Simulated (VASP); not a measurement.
Wanted: the native input for a VASP 6.6.1 run.

```yaml
Task: single point
Functional: PBE
Potentials_or_basis: VASP PAW PBE potentials, release 64 (Sc_sv, In_d, As)
Cutoff: 520 eV
k_mesh: 3 × 3 × 3
Occupations: gaussian, width 0.2 eV
Spin: no spin polarisation
Dipole_correction: no
Further_INCAR_settings: ALGO = Fast; EDIFF = 1e-07; NBANDS = 36
```

The structure of ScIn3As lies in POSCAR:

```
ScIn3As
1.0
    6.1495637771      0.0000000000      0.0000000000
   -3.0747818886      5.3256784532      0.0000000000
    0.0000000000      0.0000000000      5.1234661348
Sc In As
1 3 1
Direct
    0.0000000000      0.0000000000      0.0000000000
    0.4989315021      0.0000000000      0.0000000000
    0.0000000000      0.4989315021      0.0000000000
    0.5010684979      0.5010684979      0.0000000000
    0.0000000000      0.0000000000      0.5000000000
```

The cell was generated, and may not be a known phase.

One way to write it, as run:

INCAR

```
SYSTEM = ScIn3As
PREC = Accurate ; ENCUT = 520
EDIFF = 1E-7 ; ISMEAR = 0
SIGMA = 0.2 ; LREAL = .False.
LASPH = .True. ; NELM = 60
ALGO = Fast ; ISIF = 2
LWAVE = .False. ; LCHARG = .False.
GGA = PE ; NBANDS = 36
```

KPOINTS

```
Automatic mesh
0
Gamma
  3 3 3
  0 0 0
```

Potentials or basis: VASP PAW PBE potentials, release 64 (Sc_sv, In_d, As).

Command:

```console
$ cat potpaw_PBE.64/Sc_sv/POTCAR potpaw_PBE.64/In_d/POTCAR potpaw_PBE.64/As/POTCAR > POTCAR
$ mpirun -np 1 vasp_std > vasp.out
```

It gave:

- Pressure: 0.0 GPa
- Largest force: 0.012 eV/Å
- Band gap on the k mesh: zero (an odd number of electrons rules out a gap without spin polarisation)

Caveat: the k points lie up to 0.41 Å⁻¹ apart, too coarse for converged energies and pressures of a metal; spin-orbit coupling is left out, which moves the levels of the heavy elements.

Run time: 83 s on 1 thread of Oxide Virtual Turin-like Processor, on a shared host, peak memory 0.26 GiB.
